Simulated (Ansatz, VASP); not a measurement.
# C: VASP beside Ansatz

File INCAR:

```
SYSTEM = C
  PREC = Accurate
  ENCUT = 520
  EDIFF = 1E-7
  ISMEAR = 0
  SIGMA = 0.05
  LREAL = .False.
  LASPH = .True.
  NELM = 60
  ALGO = Normal
  ISIF = 2
  LWAVE = .False.
  LCHARG = .True.
  LDIPOL = .True.
  IDIPOL = 3
  DIPOL = 0.5 0.5 0.500
  GGA = PE
  IVDW = 12
  LELF = .True.
  LVHAR = .True.
  LVACPOTAV = .True.
  NBANDS = 11
```

Contents of KPOINTS:

```
regular mesh
0
Gamma
  48 48 1
  0 0 0
```

Contents of POSCAR:

```
C
1.0
    2.4657106113     -0.0000000029      0.0000000000
   -1.2328553031      2.1353680292      0.0000000000
    0.0000000000      0.0000000000     17.0000000000
C
2
Direct
    0.0000000000      0.0000000000      0.5000000000
    0.3333333333      0.6666666667      0.5000000000
```

Input for Ansatz:

```yaml
crystal:
  lattice:
    - [2.4657106113, -2.9e-09, 0.0]
    - [-1.2328553031, 2.1353680292, 0.0]
    - [0.0, 0.0, 17.0]
  atoms:
    - { symbol: C, position: [0.0, 0.0, 0.5] }
    - { symbol: C, position: [0.3333333333, 0.6666666667, 0.5] }
basis:
  ecutwfc: 600.0
  fft_grid_basis: typed
kpoints:
  mp_grid: { grid: [48, 48, 1] }
hamiltonian:
  xc: pbe
  dispersion: d3bj
scf:
  occupations: { method: gaussian, width: 0.05 }
output:
  forces: true
  eigenvalues: true
  band_densities:
    - { e_range: [-2.0, -1.0] }
    - { e_range: [-1.0, -0.5] }
    - { e_range: [-0.5, -0.25] }
    - { e_range: [-0.25, 0.0] }
    - { e_range: [0.0, 0.25] }
    - { e_range: [0.25, 0.5] }
    - { e_range: [0.5, 1.0] }
    - { e_range: [1.0, 1.5] }
  band_residual_tolerance: 1.0e-05
  write_potential: true
  elf: true
  write_density: true
  volumetric_format: npy
efield:
  axis: 3
  dipole_correction: true
  ramp_width: 0.04
checkpoint:
  read: start.run
  write: ck
  compress: false
  write_wavefunctions: false
  write_every: 100000
```

Alike in both runs: task single point; functional PBE; dispersion D3(BJ); k mesh 48 × 48 × 1; occupations gaussian, width 0.05 eV; no spin polarisation.

```csv
,VASP,Ansatz
version,VASP 6.6.1,Ansatz 0.2.0
potentials or method,"VASP PAW PBE potentials, release 64 (C), cutoff 520 eV","scalar-relativistic, plane waves, PAW"
valence electrons in the cell,8,8
```

|  | VASP | Ansatz | Ansatz less VASP |
| --- | --- | --- | --- |
| gap on the k mesh at the Fermi level (eV) | none | none | - |
| work function, face that differs most (eV) | 4.24 | 4.24 | 0.000 |

A gap of «none» marks a metal or a gap that the smearing closes.
